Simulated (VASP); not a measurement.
# Ti (P6_3/mmc) in VASP: further runs

Runs on Ti. Level: PBE. Tasks: single point.

Everything below comes from runs of VASP 6.6.1. Logs are shortened: lines on timing, memory, paths and dates and some standing lists are left out, and cuts for length are marked.

## Step 1: The cell of the first run

Symmetry: P6_3/mmc, No. 194, hexagonal system. Conventional cell: a = 2.813 Å, b = 2.813 Å, c = 8.980 Å, α = 90.00°, β = 90.00°, γ = 120.00°. Ti (site symmetry -3m) has 12 Ti at 2.77 to 2.81 Å within 3.7 Å. Ti (site symmetry -6m2) has 12 Ti at 2.77 to 2.81 Å within 3.7 Å.

## Step 2: Single point, PBE, collinear spin, ferromagnetic start (volume scaled by 0.88)

INCAR

```
PREC = Accurate ; ENCUT = 520
EDIFF = 1E-6 ; ISMEAR = -1
SIGMA = 0.05 ; LREAL = False
LASPH = True ; NELM = 150
ALGO = Normal ; ISIF = 2
LWAVE = False ; LCHARG = False
ISPIN = 2 ; MAGMOM = 1 1 1 1
LORBIT = 11 ; LMAXMIX = 4
GGA = PE ; NBANDS = 36
```

KPOINTS

```
Automatic mesh
0
Gamma
  14 14 4
```

POSCAR

```
Ti
1.0
    2.8128620075      0.0000000000      0.0000000000
   -1.4064310037      2.4360099558      0.0000000000
    0.0000000000      0.0000000000      8.9797197070
Ti
4
Direct
    1.0000000000      1.0000000000      1.0000000000
    1.0000000000      1.0000000000      0.5000000000
    0.3333333333      0.6666666667      0.2500000000
    0.6666666667      0.3333333333      0.7500000000
```

Potentials or basis: VASP PAW PBE potentials, release 64 (Ti_sv).

The run is started by

```sh
$ cat potpaw_PBE.64/Ti_sv/POTCAR > POTCAR
$ mpirun -np 1 vasp_std > vasp.out
```

OUTCAR:

```text
PREC = Accurate
   ENCUT = 520
   EDIFF = 1E-6
   ISMEAR = -1
   LREAL = False
   LASPH = True
   NELM = 150
   ISIF = 2
   ISPIN = 2
   LORBIT = 11
   GGA = PE

 ion  position               nearest neighbor table
   1  0.000  0.000  0.000-   3 2.77   4 2.77   3 2.77   4 2.77   4 2.77   3 2.77
   2  0.000  0.000  0.500-   3 2.77   4 2.77   3 2.77   4 2.77   4 2.77   3 2.77
   3  0.333  0.667  0.250-   1 2.77   2 2.77   1 2.77   2 2.77   1 2.77   2 2.77
   4  0.667  0.333  0.750-   1 2.77   2 2.77   1 2.77   2 2.77   1 2.77   2 2.77

  LATTYP: Found a hexagonal cell.
 ALAT       =     2.8128620075
 C/A-ratio  =     3.1923783261

  Lattice vectors:

 A1 = (   2.8128620075,   0.0000000000,   0.0000000000)
 A2 = (  -1.4064310037,   2.4360099558,   0.0000000000)
 A3 = (   0.0000000000,   0.0000000000,   8.9797197070)

Analysis of symmetry for initial positions (statically):
=====================================================================
 Subroutine PRICEL returns:
 Original cell was already a primitive cell.

 Routine SETGRP: Setting up the symmetry group for a
 hexagonal supercell.

 Subroutine GETGRP returns: Found 24 space group operations
 (whereof 12 operations were pure point group operations)
 out of a pool of 24 trial point group operations.

The static configuration has the point symmetry D_3d.
 The point group associated with its full space group is D_6h.

Analysis of symmetry for dynamics (positions and initial velocities):
=====================================================================
 Subroutine PRICEL returns:
 Original cell was already a primitive cell.

 Routine SETGRP: Setting up the symmetry group for a
 hexagonal supercell.

 Subroutine GETGRP returns: Found 24 space group operations
 (whereof 12 operations were pure point group operations)
 out of a pool of 24 trial point group operations.

The dynamic configuration has the point symmetry D_3d.
 The point group associated with its full space group is D_6h.

Analysis of structural, dynamic, and magnetic symmetry:
=====================================================================
 Subroutine PRICEL returns:
 Original cell was already a primitive cell.

 Routine SETGRP: Setting up the symmetry group for a
 hexagonal supercell.

 Subroutine GETGRP returns: Found 24 space group operations
 (whereof 12 operations were pure point group operations)
 out of a pool of 24 trial point group operations.

The overall configuration has the point symmetry D_3d.
 The point group associated with its full space group is D_6h.

 Subroutine INISYM returns: Found 24 space group operations
 (whereof 12 operations are pure point group operations),
 and found     1 'primitive' translations

----------------------------------------------------------------------------------------

                                     Primitive cell

  volume of cell :      61.5305

  direct lattice vectors                    reciprocal lattice vectors
     2.812862008  0.000000000  0.000000000     0.355509797  0.205253677  0.000000000
    -1.406431004  2.436009956  0.000000000     0.000000000  0.410507353  0.000000000
     0.000000000  0.000000000  8.979719707     0.000000000  0.000000000  0.111362051

  length of vectors
     2.812862008  2.812862007  8.979719707     0.410507353  0.410507353  0.111362051

  position of ions in fractional coordinates (direct lattice)
     0.000000000  0.000000000  0.000000000
     0.000000000  0.000000000  0.500000000
     0.333333333  0.666666667  0.250000000
     0.666666667  0.333333333  0.750000000

  ion indices of the primitive-cell ions
   primitive index   ion index
                 1           1
                 2           2
                 3           3
                 4           4

----------------------------------------------------------------------------------------

 KPOINTS: Automatic mesh

Automatic generation of k-mesh.
 Grid dimensions read from file:
 generate k-points for:   14   14    4

 Generating k-lattice:

  Cartesian coordinates                     Fractional coordinates (reciprocal lattice)
     0.025393557  0.014660977  0.000000000     0.071428571  0.000000000  0.000000000
     0.000000000  0.029321954  0.000000000     0.000000000  0.071428571  0.000000000
     0.000000000  0.000000000  0.027840513     0.000000000  0.000000000  0.250000000

  Length of vectors
     0.029321954  0.029321954  0.027840513

  Shift w.r.t. Gamma in fractional coordinates (k-lattice)
     0.000000000  0.000000000  0.000000000

 Subroutine IBZKPT returns following result:
 ===========================================

 Found     72 irreducible k-points:

 Following reciprocal coordinates:
            Coordinates               Weight
  0.000000  0.000000  0.000000      1.000000
  0.071429 -0.000000  0.000000      6.000000
  0.142857 -0.000000  0.000000      6.000000
  0.214286  0.000000  0.000000      6.000000
  0.285714 -0.000000  0.000000      6.000000
  0.357143 -0.000000  0.000000      6.000000
[... 16 lines left out ...]
  0.285714  0.285714  0.000000      6.000000
  0.357143  0.285714  0.000000      6.000000
 [... further k-points ...]
   k-points           NKPTS =     72   k-points in BZ     NKDIM =     72   number of bands    NBANDS=     36
   number of dos      NEDOS =    301   number of ions     NIONS =      4
   total plane-waves  NPLWV =  40320
   dimension x,y,z NGX =    24 NGY =   24 NGZ =   70
   dimension x,y,z NGXF=    48 NGYF=   48 NGZF=  140
   ions per type =               4
   NGX,Y,Z   is equivalent  to a cutoff of  14.18, 14.18, 12.96 a.u.
   NGXF,Y,Z  is equivalent  to a cutoff of  28.37, 28.37, 25.92 a.u.
 SYSTEM =  unknown system
   PREC   = accura    normal or accurate (medium, high low for compatibility)
   ISTART =      0    job   : 0-new  1-cont  2-samecut
   ICHARG =      2    charge: 1-file 2-atom 10-const
   ISPIN  =      2    spin polarized calculation?
   LNONCOLLINEAR =      F non collinear calculations
   LSORBIT =      F    spin-orbit coupling
   LASPH  =      T    aspherical Exc in radial PAW
   ENCUT  =  520.0 eV  38.22 Ry    6.18 a.u.   5.23  5.23 16.70*2*pi/ulx,y,z
   NELM   =    150;   NELMIN=  2; NELMDL= -5     # of ELM steps
   EDIFF  = 0.1E-05   stopping-criterion for ELM
   LREAL  =      F    real-space projection
   EDIFFG = 0.1E-04   stopping-criterion for IOM
   NSW    =      0    number of steps for IOM
   IBRION =     -1    ionic relax: 0-MD 1-quasi-New 2-CG
   NFREE  =      0    steps in history (QN), initial steepest desc. (CG)
   ISIF   =      2    stress and relaxation
   ISYM   =      2    0-nonsym 1-usesym 2-fastsym
   POTIM  = 0.5000    time-step for ionic-motion
   TEBEG  =    0.0;   TEEND  =   0.0 temperature during run
   PSTRESS=    0.0 pullay stress
   NELECT =      48.0000    total number of electrons
   NUPDOWN=      -1.0000    fix difference up-down
   EMIN   =  10.00;   EMAX   =-10.00  energy-range for DOS
   EFERMI =   0.00;   METHOD = LEGACY
   ISMEAR =    -1;   SIGMA  =   0.05  broadening in eV -4-tet -1-fermi 0-gaus
   EFERMI_NEDOS =   21; number of points for ismear=-14 and -15
   IALGO  =     38    algorithm
   IMIX   =      4    mixing-type and parameters
     AMIX     =   0.40;   BMIX     =  1.00
     AMIX_MAG =   1.60;   BMIX_MAG =  1.00
  volume/ion in A,a.u.               =      15.38       103.81
  Fermi-wavevector in a.u.,A,eV,Ry     =   1.507041  2.847895 30.901191  2.271173
  Thomas-Fermi vector in A             =   2.617680
   LORBIT       =     11    0 simple, 1 ext, 2 COOP (PROOUT), +10 PAW based schemes
   GGA     = PE    functional components
   LHFCALC =     F    Hartree Fock is set to
   AEXX    =    0.0000 exact exchange contribution
   IVDW    =     0    specifies the selected vdW correction
   LEPSILON=     F    determine dielectric tensor
   LRPA    =     F    only Hartree local field effects (RPA)
 spin polarized calculation
  energy-cutoff  :      520.00
  volume of cell :       61.53
 maximum number of plane-waves:      1678
 NGX is ok and might be reduce to    24
   NGX = 11   NGY = 11   NGZ = 33

 number of electron      48.0000017 magnetization       0.0012758

 Free energy of the ion-electron system (eV)
  ---------------------------------------------------
  ext. energy  EPLUGINS =         0.00000000
  ---------------------------------------------------
  free energy    TOTEN  =       -30.79184171 eV

  energy without entropy =      -30.74298060  energy(sigma->0) =      -30.76741115

 E-fermi :   9.6061     XC(G=0): -12.0843

 val. band max:        9.6060230176   @ k =   0.2143   0.0000   0.2500
 cond. band min:       9.6061139121   @ k =   0.5000  -0.0000   0.0000
 fundamental gap:      0.0000908945
 Fermi energy:         9.6061037488

 spin component 1

 k-point     1 :       0.0000    0.0000    0.0000
  band No.  band energies     occupation
      1     -46.9825      1.00000
      2     -46.8862      1.00000
      3     -46.8641      1.00000
      4     -46.7656      1.00000
      5     -23.6942      1.00000
      6     -23.2105      1.00000
[... 28 lines left out ...]
     35      12.4053      0.00000
     36      12.4053      0.00000

 k-point     2 :       0.0714   -0.0000    0.0000
  band No.  band energies     occupation
      1     -46.9742      1.00000
      2     -46.8803      1.00000
      3     -46.8582      1.00000
      4     -46.7621      1.00000
      5     -23.6777      1.00000
      6     -23.2161      1.00000
[... 28 lines left out ...]
     35      12.4863      0.00000
     36      12.5768      0.00000
[... 817 lines left out ...]
     35      13.5628      0.00000
     36      13.6136      0.00000

 k-point    24 :       0.3571    0.2857    0.0000
  band No.  band energies     occupation
      1     -46.7534      1.00000
      2     -46.7503      1.00000
      3     -46.7286      1.00000
      4     -46.7257      1.00000
      5     -23.4952      1.00000
      6     -23.4015      1.00000
[... 28 lines left out ...]
     35      13.4055      0.00000
     36      13.4402      0.00000

 [... further k-points ...]

 spin component 2

 k-point     1 :       0.0000    0.0000    0.0000
  band No.  band energies     occupation
      1     -46.9824      1.00000
      2     -46.8861      1.00000
      3     -46.8640      1.00000
      4     -46.7655      1.00000
      5     -23.6940      1.00000
      6     -23.2103      1.00000
[... 28 lines left out ...]
     35      12.4055      0.00000
     36      12.4055      0.00000

 k-point     2 :       0.0714   -0.0000    0.0000
  band No.  band energies     occupation
      1     -46.9741      1.00000
      2     -46.8802      1.00000
      3     -46.8580      1.00000
      4     -46.7620      1.00000
      5     -23.6775      1.00000
      6     -23.2159      1.00000
[... 28 lines left out ...]
     35      12.4865      0.00000
     36      12.5770      0.00000
[... 817 lines left out ...]
     35      13.5630      0.00000
     36      13.6138      0.00000

 k-point    24 :       0.3571    0.2857    0.0000
  band No.  band energies     occupation
      1     -46.7533      1.00000
      2     -46.7502      1.00000
      3     -46.7285      1.00000
      4     -46.7256      1.00000
      5     -23.4950      1.00000
      6     -23.4013      1.00000
[... 28 lines left out ...]
     35      13.4057      0.00000
     36      13.4404      0.00000

 [... further k-points ...]

------------------------ aborting loop because EDIFF is reached ----------------------------------------

  FORCE on cell =-STRESS in cart. coord.  units (eV):
  Direction    XX          YY          ZZ          XY          YZ          ZX
  --------------------------------------------------------------------------------------
  -------------------------------------------------------------------------------------
  Total        6.5510254      6.5510254      6.6245319      0.0000000      0.0000000     -0.0000000
  in kB      170.5805851    170.5805851    172.4946033      0.0000000      0.0000000     -0.0000000
  external PRESSURE =     171.2185912 kB  Pullay stress =       0.0000000 kB

 VOLUME and BASIS-vectors are now :
 -----------------------------------------------------------------------------
  energy-cutoff  :      520.00
  volume of cell :       61.53
      direct lattice vectors                 reciprocal lattice vectors
     2.812862008  0.000000000  0.000000000     0.355509797  0.205253677  0.000000000
    -1.406431004  2.436009956  0.000000000     0.000000000  0.410507353  0.000000000
     0.000000000  0.000000000  8.979719707     0.000000000  0.000000000  0.111362051

 POSITION                                       TOTAL-FORCE (eV/Angst)
 -----------------------------------------------------------------------------------
      0.00000      0.00000      0.00000        -0.000000      0.000000     -0.000000
      0.00000      0.00000      4.48986        -0.000000      0.000000     -0.000000
     -0.00000      1.62401      2.24493         0.000000     -0.000000      0.000000
      1.40643      0.81200      6.73479        -0.000000      0.000000      0.000000
 -----------------------------------------------------------------------------------
    total drift:                               -0.000000      0.000000      0.000000

  FREE ENERGIE OF THE ION-ELECTRON SYSTEM (eV)
  ---------------------------------------------------
  free  energy   TOTEN  =       -30.7918417117 eV

  energy  without entropy=      -30.7429805971  energy(sigma->0) =      -30.76741115

 total charge

# of ion       s       p       d       tot
------------------------------------------
    1        2.276   6.145   1.984  10.405
    2        2.276   6.145   1.984  10.405
    3        2.275   6.150   1.986  10.410
    4        2.275   6.150   1.986  10.410
--------------------------------------------------
tot          9.101  24.590   7.940  41.631

 magnetization (x)

# of ion       s       p       d       tot
------------------------------------------
    1        0.000   0.000   0.000   0.000
    2        0.000   0.000   0.000   0.000
    3        0.000   0.000   0.000   0.000
    4        0.000   0.000   0.000   0.000
--------------------------------------------------
tot          0.000   0.000   0.000   0.001
```

Run time: 2.6 min. Hardware: 1 thread of Intel Xeon 6975P-C (Granite Rapids), shared host; peak memory 0.35 GiB.

What came out:

```
Free energy                                           : -30.7918 eV
Pressure                                              : 17.1 GPa
Band gap on the k mesh                                : zero (filled and empty bands overlap)
Net moment                                            : 0.00 μB per cell
Valence electrons inside the program's atomic spheres : Ti 10.40, 10.41
```

Caveat: the cell differs from its parent crystal (volume scaled by 0.88).

## Step 3: Single point, PBE, collinear spin, ferromagnetic start

This run uses another cell than the first one, of 17.48 Å³/atom, 1.136 times its volume.

INCAR

```
  ALGO = Normal
  EDIFF = 1E-6
  ENCUT = 520
  GGA = PE
  ISIF = 2
  ISMEAR = -1
  ISPIN = 2
  LASPH = True
  LCHARG = False
  LMAXMIX = 4
  LORBIT = 11
  LREAL = False
  LWAVE = False
  MAGMOM = 1 1 1 1
  NBANDS = 36
  NELM = 150
  PREC = Accurate
  SIGMA = 0.05
```

KPOINTS

```
k-points
0
Gamma
  12 12 4
```

POSCAR

```
Ti
1.0
    2.9353115527      0.0000000000      0.0000000000
   -1.4676557763      2.5420543727      0.0000000000
    0.0000000000      0.0000000000      9.3706249295
Ti
4
Direct
    0.0000000000      1.0000000000      0.0000000000
    0.0000000000      1.0000000000      0.5000000000
    0.3333333333      0.6666666667      0.2500000000
    0.6666666667      0.3333333333      0.7500000000
```

Potentials or basis: VASP PAW PBE potentials, release 64 (Ti_sv).

The run is started by

```sh
$ cat potpaw_PBE.64/Ti_sv/POTCAR > POTCAR
$ mpirun -np 1 vasp_std > vasp.out
```

Run time: 4.7 min. Hardware: 1 thread of Intel Xeon Platinum 8259CL at 2.50GHz (Skylake/Cascade Lake), shared host; peak memory 0.34 GiB.

It converged, with:

| Quantity | Value |
| --- | --- |
| Free energy | -31.1969 eV |
| Pressure | -0.2 GPa |
| Band gap on the k mesh | zero (filled and empty bands overlap) |
| Net moment | 0.00 μB per cell |
| Valence electrons inside the program's atomic spheres | Ti 10.24 |

Levels at points of the mesh, in eV from the Fermi level:
Spin up:
| k point | band 21 | band 22 | band 23 | band 24 | band 25 | band 26 | band 27 | band 28 |
| --- | --- | --- | --- | --- | --- | --- | --- | --- |
| (0.00, 0.00, 0.00) | 0.11 | 0.13 | 0.66 | 0.66 | 0.72 | 0.72 | 0.77 | 0.93 |
| (0.50, 0.00, 0.00) | -1.30 | -1.19 | -1.04 | -0.12 | 0.08 | 0.59 | 1.10 | 1.39 |
| (0.00, 0.00, 0.50) | 0.18 | 0.18 | 0.65 | 0.65 | 0.79 | 0.79 | 0.79 | 0.79 |
| (0.50, 0.00, 0.50) | -1.48 | -1.48 | -0.23 | -0.23 | 0.70 | 0.70 | 0.92 | 0.92 |
Spin down:
```csv
k point,band 20,band 21,band 22,band 23,band 24,band 25,band 26,band 27,band 28,band 29
"(0.00, 0.00, 0.00)",-2.60,0.11,0.13,0.66,0.66,0.73,0.73,0.77,0.93,1.04
"(0.50, 0.00, 0.00)",-1.86,-1.30,-1.19,-1.04,-0.12,0.08,0.59,1.10,1.39,1.82
"(0.00, 0.00, 0.50)",-2.97,0.18,0.18,0.65,0.65,0.79,0.79,0.79,0.79,0.95
"(0.50, 0.00, 0.50)",-2.30,-1.48,-1.48,-0.23,-0.23,0.70,0.70,0.92,0.92,1.38
```

(Part 1 of 2 ends here.)
